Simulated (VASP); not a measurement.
# Mg3CdS2 (P6mm) in VASP: a series of runs, part 2 of 2

VASP 6.6.1. The steps go on from the part before.

### 3 Relaxation of cell and atoms, PBE

Input file INCAR:

```
SYSTEM = Mg3CdS2
PREC     = Accurate       ! precision mode
ENCUT    = 600            ! plane-wave cutoff, eV
EDIFF    = 1E-7           ! SCF threshold, eV
ISMEAR   = 0              ! smearing method
SIGMA    = 0.1            ! smearing width, eV
LREAL    = .FALSE.        ! projectors in reciprocal space
LASPH    = .TRUE.         ! aspherical terms in the spheres
NELM     = 80             ! most SCF steps
ALGO     = Normal         ! electronic algorithm
ISIF     = 3              ! what is computed and relaxed
LWAVE    = .FALSE.        ! write WAVECAR
LCHARG   = .FALSE.        ! write CHGCAR
GGA      = PE             ! functional
IBRION   = 2              ! ionic algorithm
NSW      = 90             ! ionic steps
EDIFFG   = -0.04          ! ionic threshold
```

Input file KPOINTS:

```
Automatic mesh
0
G
  3 3 4
  0 0 0
```

Input file POSCAR:

```
Mg3CdS2
1.0
    5.7878139000      0.0000000000      0.0000000000
   -2.8939069500      5.0123938700      0.0000000000
    0.0000000000      0.0000000000      4.2747729100
Mg Cd S
3 1 2
Direct
    0.0000000000      0.5000000000      0.9950230700
    0.5000000000      0.0000000000      0.9950230700
    0.5000000000      0.5000000000      0.9950230700
    0.0000000000      0.0000000000      0.1926302600
    0.6666666700      0.3333333300      0.4961477200
    0.3333333300      0.6666666700      0.4961477200
```

Potentials or basis: VASP PAW PBE potentials, release 64 (Mg, Cd, S).

On the command line:

```console
$ cat potpaw_PBE.64/Mg/POTCAR potpaw_PBE.64/Cd/POTCAR potpaw_PBE.64/S/POTCAR > POTCAR
$ mpirun -np 1 vasp_std > vasp.out
```

OUTCAR:

```text
SYSTEM = Mg3CdS2
   PREC = Accurate
   ENCUT = 600
   EDIFF = 1E-7
   ISMEAR = 0
   LREAL = .FALSE.
   LASPH = .TRUE.
   NELM = 80
   ISIF = 3
   GGA = PE
   IBRION = 2
   NSW = 90
   EDIFFG = -0.04

 ion  position               nearest neighbor table
   1  0.000  0.500  0.995-   5 2.71   6 2.71   5 2.72   6 2.72   3 2.89   3 2.89   2 2.89   2 2.89
                             4 3.01   4 3.01
   2  0.500  0.000  0.995-   5 2.71   6 2.71   5 2.72   6 2.72   1 2.89   3 2.89   3 2.89   1 2.89
                             4 3.01   4 3.01
   3  0.500  0.500  0.995-   5 2.71   6 2.71   5 2.72   6 2.72   1 2.89   1 2.89   2 2.89   2 2.89
                             4 3.01   4 3.01
   4  0.000  0.000  0.193-   2 3.01   2 3.01   3 3.01   1 3.01   1 3.01   3 3.01
   5  0.667  0.333  0.496-   1 2.71   2 2.71   3 2.71   1 2.72   2 2.72   3 2.72
   6  0.333  0.667  0.496-   1 2.71   2 2.71   3 2.71   1 2.72   2 2.72   3 2.72

  LATTYP: Found a hexagonal cell.
 ALAT       =     5.7878139000
 C/A-ratio  =     0.7385816102
[... 294 lines left out ...]

--------------------------------------- Ionic step       16  -------------------------------------------

 number of electron      30.0000004 magnetization

------------------------ aborting loop because EDIFF is reached ----------------------------------------
[... 75 lines left out ...]
--------------------------------------- Ionic step       18  -------------------------------------------

 number of electron      30.0000002 magnetization

 Free energy of the ion-electron system (eV)
  ---------------------------------------------------
  ext. energy  EPLUGINS =         0.00000000
  ---------------------------------------------------
  free energy    TOTEN  =       -17.29350640 eV

  energy without entropy =      -17.26367288  energy(sigma->0) =      -17.27858964

 E-fermi :   3.7922     XC(G=0):  -9.0347

 val. band max:        3.7421142351   @ k =   0.0000   0.0000   0.5000
 cond. band min:       3.8368407725   @ k =   0.3333   0.0000   0.2500
 fundamental gap:      0.0947265374
 Fermi energy:         3.7922119613

 k-point     1 :       0.0000    0.0000    0.0000
  band No.  band energies     occupation
      1     -10.6850      2.00000
      2     -10.0265      2.00000
      3      -5.0933      2.00000
      4      -4.9582      2.00000
      5      -4.9582      2.00000
      6      -4.8157      2.00000
[... 220 lines left out ...]
  FREE ENERGIE OF THE ION-ELECTRON SYSTEM (eV)
  ---------------------------------------------------
  free  energy   TOTEN  =       -17.2935064046 eV

  energy  without entropy=      -17.2636728829  energy(sigma->0) =      -17.27858964

 reached required accuracy - stopping structural energy minimisation
```

OSZICAR:

```text
N       E                     dE             d eps       ncg     rms          rms(c)
DAV:   1     0.173362159127E+03    0.17336E+03   -0.13820E+04   342   0.152E+03
DAV:   2    -0.257999360578E+00   -0.17362E+03   -0.16628E+03   388   0.286E+02
DAV:   3    -0.164309403579E+02   -0.16173E+02   -0.15895E+02   424   0.781E+01
[... 190 lines left out ...]
DAV:   3    -0.172935116079E+02    0.10537E-04   -0.18936E-05   366   0.318E-02    0.167E-02
DAV:   4    -0.172935066762E+02    0.49317E-05   -0.18457E-05   371   0.250E-02    0.569E-03
DAV:   5    -0.172935066468E+02    0.29350E-07   -0.23104E-06   360   0.920E-03    0.473E-03
DAV:   6    -0.172935064798E+02    0.16701E-06   -0.12324E-07   197   0.246E-03    0.349E-03
DAV:   7    -0.172935064046E+02    0.75192E-07   -0.57642E-08   171   0.165E-03
  18 F= -.17293506E+02 E0= -.17278590E+02  d E =-.395197E-02
```

Run time: 8.1 min. Hardware: 1 thread of Intel Xeon Platinum 8488C (Sapphire Rapids), shared host; peak memory 0.29 GiB.

What came out:

```
Free energy                            : -17.2935 eV
Relaxed volume                         : 22.19 Å³/atom
Relaxed cell                           : a = 6.553 Å, b = 6.553 Å, c = 3.580 Å, α = 90.00°, β = 90.00°, γ = 120.00°
Space group after relaxing (to 0.05 Å) : P6mm (No. 183)
Energy gained by relaxing              : 315.2 meV/atom
Ionic steps                            : 18
Pressure after relaxing                : -0.2 GPa
Largest force after relaxing           : 0.038 eV/Å
Band gap on the k mesh                 : zero (band 15 reaches 4.14 eV, above the bottom of band 16 at 3.64 eV)
```

Forces on the atoms (eV/Å):
```
Mg   0.000  0.000  0.004
Mg   0.000  0.000  0.004
Mg   0.000  0.000  0.004
Cd   0.000  0.000  0.038
S    0.000  0.000 -0.025
S    0.000  0.000 -0.025
```

The path:
| step | energy change (eV) | largest force (eV/Å) | pressure (GPa) | volume (Å³) |
| --- | --- | --- | --- | --- |
| 1 | 0.0000 | 0.5157 | 2.53 | 124.01 |
| 2 | -1.0381 | 0.7743 | 0.16 | 129.38 |
| 3 | -1.6889 | 0.4105 | -0.73 | 134.90 |
| 4 | -1.7227 | 0.3092 | -0.78 | 135.91 |
| 5 | -1.7425 | 0.3108 | 0.07 | 133.14 |
| 6 | -1.7455 | 0.3096 | 0.60 | 131.55 |
| 7 | -1.7623 | 0.3194 | 0.44 | 131.97 |
| 8 | -1.7819 | 0.3540 | 0.13 | 133.25 |
| 9 | -1.7973 | 0.3450 | -0.07 | 133.84 |
| 10 | -1.8339 | 0.2968 | -0.67 | 135.60 |
| 11 | -1.8411 | 0.1607 | -1.80 | 139.16 |
| 12 | -1.8504 | 0.2252 | -1.31 | 137.54 |
| 13 | -1.8755 | 0.1683 | -0.77 | 135.44 |
| 14 | -1.8870 | 0.0865 | -0.07 | 132.98 |
| 15 | -1.8871 | 0.0819 | -0.03 | 132.86 |
| 16 | -1.8886 | 0.0582 | -0.07 | 132.93 |
| 17 | -1.8909 | 0.0400 | -0.16 | 133.11 |
| 18 | -1.8910 | 0.0375 | -0.17 | 133.15 |

Final structure:
```yaml
crystal:
  lattice:
    - [6.55346, 0.00000, 0.00000]
    - [-3.27673, 5.67546, 0.00000]
    - [0.00000, 0.00000, 3.57993]
  atoms:
    - { symbol: Mg, position: [0.00000, 0.50000, 0.02980] }
    - { symbol: Mg, position: [0.50000, 0.00000, 0.02980] }
    - { symbol: Mg, position: [0.50000, 0.50000, 0.02980] }
    - { symbol: Cd, position: [0.00000, 0.00000, 0.01988] }
    - { symbol: S, position: [0.66667, 0.33333, 0.53035] }
    - { symbol: S, position: [0.33333, 0.66667, 0.53035] }
```

Levels at points of the mesh, in eV from the Fermi level:
| k point | band 11 | band 12 | band 13 | band 14 | band 15 | band 16 | band 17 | band 18 | band 19 |
| --- | --- | --- | --- | --- | --- | --- | --- | --- | --- |
| (0.00, 0.00, 0.00) | -4.38 | -4.38 | -3.44 | -3.09 | 0.26 | 0.26 | 1.28 | 2.68 | 3.73 |
| (0.00, 0.00, 0.50) | -4.81 | -3.37 | -3.37 | -1.90 | -0.09 | -0.05 | -0.05 | 0.29 | 0.29 |

Caveat: the k points lie up to 0.44 Å⁻¹ apart in the final cell.
